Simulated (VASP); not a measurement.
# SnSe (Pnma) in VASP: a series of runs

SnSe is run at these levels: PBE; tasks: single point, relaxation of cell and atoms.

Program: VASP 6.6.1. These are calculated values, not measurements. Logs are shortened: lines on timing, memory, paths and dates and some standing lists are left out, and cuts for length are marked.

**Experimental background.**

“Linear dichroism of the optical properties of SnS and SnSe van der Waals crystals”, 2024, arxiv:2409.17412 reports, for a bulk crystal of SnSe at 20 K: band gap 1.07 eV (direct).

The runs below are set against these values where they give the same quantity.

### 1 The cell of the first run

The structure is orthorhombic, space group Pnma (No. 62). The conventional cell has a = 11.930 Å, b = 4.234 Å, c = 4.501 Å, α = 90.00°, β = 90.00°, γ = 90.00°. Sn (site symmetry m) has 6 Se at 2.77 to 3.62 Å and 2 Sn at 3.78 Å within 3.8 Å. Within 3.7 Å of Se (site symmetry m) lie 6 Sn at 2.77 to 3.62 Å.

### 2 Single point, PBE

INCAR

```
PREC = Accurate
ENCUT = 520
EDIFF = 1E-6
ISMEAR = -1
SIGMA = 0.05
LREAL = F
LASPH = T
NELM = 100
ALGO = Normal
ISIF = 2
LWAVE = F
LCHARG = F
GGA = PE
NBANDS = 50
```

KPOINTS

```
regular mesh
0
Gamma
  2 6 4
```

POSCAR

```
SnSe
1.0
   11.9296659775      0.0000000000      0.0000000000
    0.0000000000      4.2336777168      0.0000000000
    0.0000000000      0.0000000000      4.5010407752
Sn Se
4 4
Direct
    0.1247621650      0.2500000000      0.1070778595
    0.3752378350      0.7500000000      0.6070778595
    0.6247621650      0.2500000000      0.3929221405
    0.8752378350      0.7500000000      0.8929221405
    0.3547952874      0.2500000000      0.0234301941
    0.1452047126      0.7500000000      0.5234301941
    0.8547952874      0.2500000000      0.4765698059
    0.6452047126      0.7500000000      0.9765698059
```

Potentials or basis: VASP PAW PBE potentials, release 64 (Sn_d, Se).

On the command line:

```console
> cat potpaw_PBE.64/Sn_d/POTCAR potpaw_PBE.64/Se/POTCAR > POTCAR
> mpirun -np 1 vasp_std > vasp.out
```

OUTCAR:

```text
PREC = Accurate
   ENCUT = 520
   EDIFF = 1E-6
   ISMEAR = -1
   LREAL = F
   LASPH = T
   NELM = 100
   ISIF = 2
   GGA = PE

 ion  position               nearest neighbor table
   1  0.125  0.250  0.107-   5 2.77   6 2.84   6 2.84
   2  0.375  0.750  0.607-   6 2.77   5 2.84   5 2.84
   3  0.625  0.250  0.393-   7 2.77   8 2.84   8 2.84
   4  0.875  0.750  0.893-   8 2.77   7 2.84   7 2.84
   5  0.355  0.250  0.023-   1 2.77   2 2.84   2 2.84
   6  0.145  0.750  0.523-   2 2.77   1 2.84   1 2.84
   7  0.855  0.250  0.477-   3 2.77   4 2.84   4 2.84
   8  0.645  0.750  0.977-   4 2.77   3 2.84   3 2.84

  LATTYP: Found a simple orthorhombic cell.
 ALAT       =     4.2336777168
 B/A-ratio  =     1.0631514906
 C/A-ratio  =     2.8178021039

  Lattice vectors:

 A1 = (   0.0000000000,   4.2336777168,   0.0000000000)
 A2 = (   0.0000000000,   0.0000000000,   4.5010407752)
 A3 = (  11.9296659775,   0.0000000000,   0.0000000000)

Analysis of symmetry for initial positions (statically):
=====================================================================
 Subroutine PRICEL returns:
 Original cell was already a primitive cell.

 Routine SETGRP: Setting up the symmetry group for a
 simple orthorhombic supercell.

 Subroutine GETGRP returns: Found  8 space group operations
 (whereof  2 operations were pure point group operations)
 out of a pool of  8 trial point group operations.

The static configuration has the point symmetry S_2 .
 The point group associated with its full space group is D_2h.

Analysis of symmetry for dynamics (positions and initial velocities):
=====================================================================
 Subroutine PRICEL returns:
 Original cell was already a primitive cell.

 Routine SETGRP: Setting up the symmetry group for a
 simple orthorhombic supercell.

 Subroutine GETGRP returns: Found  8 space group operations
 (whereof  2 operations were pure point group operations)
 out of a pool of  8 trial point group operations.

The dynamic configuration has the point symmetry S_2 .
 The point group associated with its full space group is D_2h.

 Subroutine INISYM returns: Found  8 space group operations
 (whereof  2 operations are pure point group operations),
 and found     1 'primitive' translations

----------------------------------------------------------------------------------------

                                     Primitive cell

  volume of cell :     227.3312

  direct lattice vectors                    reciprocal lattice vectors
    11.929665977  0.000000000  0.000000000     0.083824644  0.000000000  0.000000000
     0.000000000  4.233677717  0.000000000     0.000000000  0.236201257  0.000000000
     0.000000000  0.000000000  4.501040775     0.000000000  0.000000000  0.222170838

  length of vectors
    11.929665977  4.233677717  4.501040775     0.083824644  0.236201257  0.222170838

  position of ions in fractional coordinates (direct lattice)
     0.124762165  0.250000000  0.107077860
     0.375237835  0.750000000  0.607077860
     0.624762165  0.250000000  0.392922140
     0.875237835  0.750000000  0.892922140
     0.354795287  0.250000000  0.023430194
     0.145204713  0.750000000  0.523430194
     0.854795287  0.250000000  0.476569806
     0.645204713  0.750000000  0.976569806

  ion indices of the primitive-cell ions
   primitive index   ion index
                 1           1
                 2           2
                 3           3
                 4           4
                 5           5
                 6           6
                 7           7
                 8           8

----------------------------------------------------------------------------------------

 KPOINTS: regular mesh

Automatic generation of k-mesh.
 Grid dimensions read from file:
 generate k-points for:    2    6    4

 Generating k-lattice:

  Cartesian coordinates                     Fractional coordinates (reciprocal lattice)
     0.041912322  0.000000000  0.000000000     0.500000000  0.000000000  0.000000000
     0.000000000  0.039366876  0.000000000     0.000000000  0.166666667  0.000000000
     0.000000000  0.000000000  0.055542709     0.000000000  0.000000000  0.250000000

  Length of vectors
     0.041912322  0.039366876  0.055542709

  Shift w.r.t. Gamma in fractional coordinates (k-lattice)
     0.000000000  0.000000000  0.000000000

 Subroutine IBZKPT returns following result:
 ===========================================

 Found     24 irreducible k-points:

 Following reciprocal coordinates:
            Coordinates               Weight
  0.000000  0.000000  0.000000      1.000000
  0.500000  0.000000  0.000000      1.000000
  0.000000  0.166667  0.000000      2.000000
  0.500000  0.166667  0.000000      2.000000
  0.000000  0.333333  0.000000      2.000000
  0.500000  0.333333  0.000000      2.000000
[... 16 lines left out ...]
  0.000000  0.500000  0.500000      1.000000
  0.500000  0.500000  0.500000      1.000000
   k-points           NKPTS =     24   k-points in BZ     NKDIM =     24   number of bands    NBANDS=     50
   number of dos      NEDOS =    301   number of ions     NIONS =      8
   total plane-waves  NPLWV = 103680
   dimension x,y,z NGX =    90 NGY =   32 NGZ =   36
   dimension x,y,z NGXF=   180 NGYF=   64 NGZF=   72
   ions per type =               4   4
   NGX,Y,Z   is equivalent  to a cutoff of  12.54, 12.57, 13.30 a.u.
   NGXF,Y,Z  is equivalent  to a cutoff of  25.08, 25.13, 26.59 a.u.
 SYSTEM =  unknown system
   PREC   = accura    normal or accurate (medium, high low for compatibility)
   ISTART =      0    job   : 0-new  1-cont  2-samecut
   ICHARG =      2    charge: 1-file 2-atom 10-const
   ISPIN  =      1    spin polarized calculation?
   LNONCOLLINEAR =      F non collinear calculations
   LSORBIT =      F    spin-orbit coupling
   LASPH  =      T    aspherical Exc in radial PAW
   ENCUT  =  520.0 eV  38.22 Ry    6.18 a.u.  22.18  7.87  8.37*2*pi/ulx,y,z
   NELM   =    100;   NELMIN=  2; NELMDL= -5     # of ELM steps
   EDIFF  = 0.1E-05   stopping-criterion for ELM
   LREAL  =      F    real-space projection
   EDIFFG = 0.1E-04   stopping-criterion for IOM
   NSW    =      0    number of steps for IOM
   IBRION =     -1    ionic relax: 0-MD 1-quasi-New 2-CG
   NFREE  =      0    steps in history (QN), initial steepest desc. (CG)
   ISIF   =      2    stress and relaxation
   ISYM   =      2    0-nonsym 1-usesym 2-fastsym
   POTIM  = 0.5000    time-step for ionic-motion
   TEBEG  =    0.0;   TEEND  =   0.0 temperature during run
   PSTRESS=    0.0 pullay stress
   NELECT =      80.0000    total number of electrons
   NUPDOWN=      -1.0000    fix difference up-down
   EMIN   =  10.00;   EMAX   =-10.00  energy-range for DOS
   EFERMI =   0.00;   METHOD = LEGACY
   ISMEAR =    -1;   SIGMA  =   0.05  broadening in eV -4-tet -1-fermi 0-gaus
   EFERMI_NEDOS =   21; number of points for ismear=-14 and -15
   IALGO  =     38    algorithm
   IMIX   =      4    mixing-type and parameters
     AMIX     =   0.40;   BMIX     =  1.00
     AMIX_MAG =   1.60;   BMIX_MAG =  1.00
  volume/ion in A,a.u.               =      28.42       191.76
  Fermi-wavevector in a.u.,A,eV,Ry     =   1.155807  2.184158 18.175870  1.335889
  Thomas-Fermi vector in A             =   2.292432
   LORBIT       =      0    0 simple, 1 ext, 2 COOP (PROOUT), +10 PAW based schemes
   GGA     = PE    functional components
   LHFCALC =     F    Hartree Fock is set to
   AEXX    =    0.0000 exact exchange contribution
   IVDW    =     0    specifies the selected vdW correction
   LEPSILON=     F    determine dielectric tensor
   LRPA    =     F    only Hartree local field effects (RPA)
 non-spin polarized calculation
  energy-cutoff  :      520.00
  volume of cell :      227.33
 maximum number of plane-waves:      6156
 NGX is ok and might be reduce to    90
   NGX = 45   NGY = 15   NGZ = 17

 number of electron      79.9999985 magnetization

 Free energy of the ion-electron system (eV)
  ---------------------------------------------------
  ext. energy  EPLUGINS =         0.00000000
  ---------------------------------------------------
  free energy    TOTEN  =       -32.87775939 eV

  energy without entropy =      -32.87773636  energy(sigma->0) =      -32.87774788

 E-fermi :   5.0225     XC(G=0):  -9.3978

 val. band max:        4.5965432374   @ k =   0.0000   0.3333   0.0000
 cond. band min:       5.4442298943   @ k =   0.0000   0.3333   0.0000
 fundamental gap:      0.8476866569
 Fermi energy:         5.0224596960

 k-point     1 :       0.0000    0.0000    0.0000
  band No.  band energies     occupation
      1     -16.5159      2.00000
      2     -16.5100      2.00000
      3     -16.5052      2.00000
      4     -16.5047      2.00000
      5     -16.5037      2.00000
      6     -16.5019      2.00000
[... 42 lines left out ...]
     49       9.4490      0.00000
     50       9.5148      0.00000

 k-point     2 :       0.5000    0.0000    0.0000
  band No.  band energies     occupation
      1     -16.5131      2.00000
      2     -16.5131      2.00000
      3     -16.5047      2.00000
      4     -16.5047      2.00000
      5     -16.5038      2.00000
      6     -16.5038      2.00000
[... 42 lines left out ...]
     49       9.5274      0.00000
     50       9.5274      0.00000

 k-point     3 :       0.0000    0.1667    0.0000
  band No.  band energies     occupation
      1     -16.5120      2.00000
      2     -16.5085      2.00000
      3     -16.5066      2.00000
      4     -16.5047      2.00000
      5     -16.5025      2.00000
      6     -16.5016      2.00000
[... 42 lines left out ...]
     49       9.0122      0.00000
     50       9.5489      0.00000

 k-point     4 :       0.5000    0.1667    0.0000
  band No.  band energies     occupation
      1     -16.5102      2.00000
      2     -16.5102      2.00000
      3     -16.5058      2.00000
      4     -16.5058      2.00000
      5     -16.5019      2.00000
      6     -16.5019      2.00000
[... 999 lines left out ...]
 k-point    23 :       0.0000    0.5000    0.5000
  band No.  band energies     occupation
      1     -16.5223      2.00000
      2     -16.5223      2.00000
      3     -16.5191      2.00000
      4     -16.5191      2.00000
      5     -16.4945      2.00000
      6     -16.4945      2.00000
[... 42 lines left out ...]
     49      10.1295      0.00000
     50      10.1295      0.00000

 k-point    24 :       0.5000    0.5000    0.5000
  band No.  band energies     occupation
      1     -16.5207      2.00000
      2     -16.5207      2.00000
      3     -16.5207      2.00000
      4     -16.5207      2.00000
      5     -16.4933      2.00000
      6     -16.4933      2.00000
[... 42 lines left out ...]
     49      10.9809      0.00000
     50      10.9820      0.00000

------------------------ aborting loop because EDIFF is reached ----------------------------------------

  FORCE on cell =-STRESS in cart. coord.  units (eV):
  Direction    XX          YY          ZZ          XY          YZ          ZX
  --------------------------------------------------------------------------------------
  -------------------------------------------------------------------------------------
  Total        0.1143867     -0.0101665      0.0300626      0.0000000      0.0000000      0.0000000
  in kB        0.8061709     -0.0716513      0.2118742      0.0000000      0.0000000      0.0000000
  external PRESSURE =       0.3154646 kB  Pullay stress =       0.0000000 kB

 VOLUME and BASIS-vectors are now :
 -----------------------------------------------------------------------------
  energy-cutoff  :      520.00
  volume of cell :      227.33
      direct lattice vectors                 reciprocal lattice vectors
    11.929665977  0.000000000  0.000000000     0.083824644  0.000000000  0.000000000
     0.000000000  4.233677717  0.000000000     0.000000000  0.236201257  0.000000000
     0.000000000  0.000000000  4.501040775     0.000000000  0.000000000  0.222170838

 POSITION                                       TOTAL-FORCE (eV/Angst)
 -----------------------------------------------------------------------------------
      1.48837      1.05842      0.48196        -0.022742     -0.000000     -0.008090
      4.47646      3.17526      2.73248         0.022742     -0.000000     -0.008090
      7.45320      1.05842      1.76856        -0.022742      0.000000      0.008090
     10.44130      3.17526      4.01908         0.022742     -0.000000      0.008090
      4.23259      1.05842      0.10546         0.011650      0.000000      0.010474
      1.73224      3.17526      2.35598        -0.011650      0.000000      0.010474
     10.19742      1.05842      2.14506         0.011650      0.000000     -0.010474
      7.69708      3.17526      4.39558        -0.011650      0.000000     -0.010474
 -----------------------------------------------------------------------------------
    total drift:                                0.000000     -0.000000      0.000000

  FREE ENERGIE OF THE ION-ELECTRON SYSTEM (eV)
  ---------------------------------------------------
  free  energy   TOTEN  =       -32.8777593935 eV

  energy  without entropy=      -32.8777363580  energy(sigma->0) =      -32.87774788
```

Run time: 6.4 min. Hardware: 1 thread of Intel Xeon 8259CL, shared host; peak memory 0.44 GiB.

What came out:

- Free energy: -32.8778 eV
- Pressure: 0.0 GPa
- Largest force: 0.024 eV/Å
- Band gap on the k mesh: 0.85 eV

Forces in eV/Å, atoms in the order of the input:
```
Sn  -0.023  0.000 -0.008
Sn   0.023  0.000 -0.008
Sn  -0.023  0.000  0.008
Sn   0.023  0.000  0.008
Se   0.012  0.000  0.010
Se  -0.012  0.000  0.010
Se   0.012  0.000 -0.010
Se  -0.012  0.000 -0.010
```

Levels at points of the mesh, in eV from the valence-band top:
| k point | band 38 | band 39 | band 40 | band 41 | band 42 | band 43 |
| --- | --- | --- | --- | --- | --- | --- |
| (0.00, 0.00, 0.00) | -1.11 | -0.42 | -0.30 | 0.92 | 3.11 | 3.18 |
| (0.50, 0.00, 0.00) | -1.59 | -0.32 | -0.32 | 2.62 | 2.62 | 2.95 |
| (0.00, 0.50, 0.00) | -0.71 | -0.51 | -0.51 | 1.29 | 1.29 | 1.45 |
| (0.50, 0.50, 0.00) | -0.68 | -0.68 | -0.68 | 1.58 | 1.58 | 1.58 |
| (0.00, 0.00, 0.50) | -0.52 | -0.09 | -0.09 | 1.44 | 1.44 | 1.75 |
| (0.50, 0.00, 0.50) | -0.28 | -0.10 | -0.10 | 1.44 | 1.44 | 1.75 |
| (0.00, 0.50, 0.50) | -1.92 | -1.18 | -1.18 | 2.85 | 2.85 | 3.25 |
| (0.50, 0.50, 0.50) | -1.34 | -1.34 | -1.34 | 2.77 | 2.77 | 2.77 |

Caveat: spin-orbit coupling is left out, which moves the levels of the heavy elements.

[end of part 1 of 2]
